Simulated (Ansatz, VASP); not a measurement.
Given: the input of a run of VASP 6.6.1 on Te2Mo.

INCAR

```
SYSTEM = Te2Mo
ALGO     = Normal         ! electronic algorithm
EDIFF    = 1E-6           ! SCF threshold, eV
ENCUT    = 520            ! plane-wave cutoff, eV
GGA      = PE             ! functional
ISIF     = 2              ! what is computed and relaxed
ISMEAR   = -1             ! smearing method
LASPH    = .TRUE.         ! aspherical terms in the spheres
LCHARG   = .FALSE.        ! write CHGCAR
LREAL    = .FALSE.        ! projectors in reciprocal space
LWAVE    = .FALSE.        ! write WAVECAR
NBANDS   = 35             ! bands
NELM     = 60             ! most SCF steps
PREC     = Accurate       ! precision mode
SIGMA    = 0.05           ! smearing width, eV
```

The input KPOINTS:

```
k-points
0
G
  9 9 2
  0 0 0
```

File POSCAR:

```
Te2Mo
1.0
    3.5872018318      0.0000000000      0.0000000000
   -1.7936009159      3.1066079149      0.0000000000
    0.0000000000      0.0000000000     14.2476617354
Te Mo
4 2
Direct
    0.6666666667      0.3333333333      0.3790000000
    0.3333333333      0.6666666667      0.8790000000
    0.6666666667      0.3333333333      0.1210000000
    0.3333333333      0.6666666667      0.6210000000
    0.6666666667      0.3333333333      0.7500000000
    0.3333333333      0.6666666667      0.2500000000
```

Potentials or basis: VASP PAW PBE potentials, release 64 (Te, Mo_sv).

Command:

```sh
$ cat potpaw_PBE.64/Te/POTCAR potpaw_PBE.64/Mo_sv/POTCAR > POTCAR
$ mpirun -np 1 vasp_std > vasp.out
```

Problem. Set up the same calculation for Ansatz 0.2.0. Potentials there: Ansatz PAW soft_1.

Solution. As run (the cutoff follows the program's own potentials):

File input.yaml:

```yaml
crystal:
  lattice:
    - [3.5872018318, 0.0, 0.0]
    - [-1.7936009159, 3.1066079149, 0.0]
    - [0.0, 0.0, 14.2476617354]
  atoms:
    - { symbol: Te, position: [0.6666666667, 0.3333333333, 0.379] }
    - { symbol: Te, position: [0.3333333333, 0.6666666667, 0.879] }
    - { symbol: Te, position: [0.6666666667, 0.3333333333, 0.121] }
    - { symbol: Te, position: [0.3333333333, 0.6666666667, 0.621] }
    - { symbol: Mo, position: [0.6666666667, 0.3333333333, 0.75] }
    - { symbol: Mo, position: [0.3333333333, 0.6666666667, 0.25] }
hamiltonian:
  xc: pbe
  pseudopotentials: { kind: paw, azcp: { folder: soft_1 } }
kpoints:
  mp_grid: { grid: [9, 9, 2] }
scf:
  occupations: { method: fermi_dirac, width: 0.05 }
output:
  forces: true
  stress: true
  eigenvalues: true
```

Potentials or basis: Ansatz PAW soft_1.

The run is started by

```sh
$ ansatz run input.yaml --threads 1 --pin off --max-ram 3584MiB --backend cpu --events-out ev --progress --plain --runs-dir out
```

Both were run:

|  | VASP | Ansatz | Ansatz less VASP |
| --- | --- | --- | --- |
| gap on the k mesh at the Fermi level (eV) | 0.80 | 0.81 | +0.005 |
| least direct gap on the mesh (eV) | 0.96 | 0.96 | 0.000 |
| pressure (GPa) | -2.5 | -2.5 | +0.01 |
| traceless stress, the component that is largest in VASP (GPa) | -0.39 | -0.43 | -0.044 |
| rms of the force components (eV/Å) | 0.263 | 0.268 | +0.0059 |

Atom by atom the forces differ by 0.006 eV/Å (rms over components). VASP's potentials hold 52 valence electrons a cell and Ansatz's 92, so a difference there can come from the potentials and not from the codes.

Neither program's run includes spin-orbit coupling. Noted on Ansatz's run: odd divisions of the mesh miss points on the zone boundary, where band edges often lie, so the gap on the mesh can be too wide.
